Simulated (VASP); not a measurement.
Wanted: the native input for a VASP 6.6.1 run.

* Task: relaxation of cell and atoms
* Functional: PBEsol
* Potentials or basis: VASP PAW PBE potentials, release 64 (Cl, Li_sv)
* Cutoff: 600 eV
* k mesh: 9 × 9 × 9
* Occupations: fermi-dirac, width 0.05 eV
* Spin: no spin polarisation
* Dipole correction: no
* Further INCAR settings: ALGO = Normal; EDIFF = 1e-06; IBRION = 2; EDIFFG = -0.02; NSW = 80; ISIF = 3

The structure of LiCl lies in POSCAR:

```
LiCl
1.0
    0.0000000000      2.5647700000      2.5647700000
    2.5647700000      0.0000000000      2.5647700000
    2.5647700000      2.5647700000      0.0000000000
Cl Li
1 1
Direct
    0.5000000000      0.5000000000      0.5000000000
    0.0000000000      0.0000000000      0.0000000000
```

These files were run (other wordings do the same):

INCAR

```
SYSTEM = LiCl
PREC     = Accurate       ! precision mode
ENCUT    = 600            ! plane-wave cutoff, eV
EDIFF    = 1E-6           ! SCF threshold, eV
ISMEAR   = -1             ! smearing method
SIGMA    = 0.05           ! smearing width, eV
LREAL    = .FALSE.        ! projectors in reciprocal space
LASPH    = .TRUE.         ! aspherical terms in the spheres
NELM     = 60             ! most SCF steps
ALGO     = Normal         ! electronic algorithm
ISIF     = 3              ! what is computed and relaxed
LWAVE    = .FALSE.        ! write WAVECAR
LCHARG   = .FALSE.        ! write CHGCAR
GGA      = PS             ! functional
IBRION   = 2              ! ionic algorithm
NSW      = 80             ! ionic steps
EDIFFG   = -0.02          ! ionic threshold
```

KPOINTS

```
Automatic mesh
0
G
  9 9 9
  0 0 0
```

Potentials or basis: VASP PAW PBE potentials, release 64 (Cl, Li_sv).

Launch:

```sh
$ cat potpaw_PBE.64/Cl/POTCAR potpaw_PBE.64/Li_sv/POTCAR > POTCAR
$ mpirun -np 1 vasp_std > vasp.out
```

It gave:

```
Relaxed volume                         : 16.26 Å³/atom
Relaxed cell                           : a = 3.583 Å, b = 3.583 Å, c = 3.583 Å, α = 60.00°, β = 60.00°, γ = 60.00°
Space group after relaxing (to 0.05 Å) : Fm-3m (No. 225)
Energy gained by relaxing              : 2.8 meV/atom
Ionic steps                            : 3
Pressure after relaxing                : -0.1 GPa
Band gap on the k mesh                 : 6.35 eV, direct
```

Caveat: the cutoff is under 1.25 times the usual one of these potentials, so pressure, stress and relaxed cells hold a basis-set (Pulay) error; the PAW data sets were made with another functional, which shifts forces and pressure a little.

Run time: 54 s on 1 thread of Intel Xeon 8259CL (shared host), peak memory 0.17 GiB.
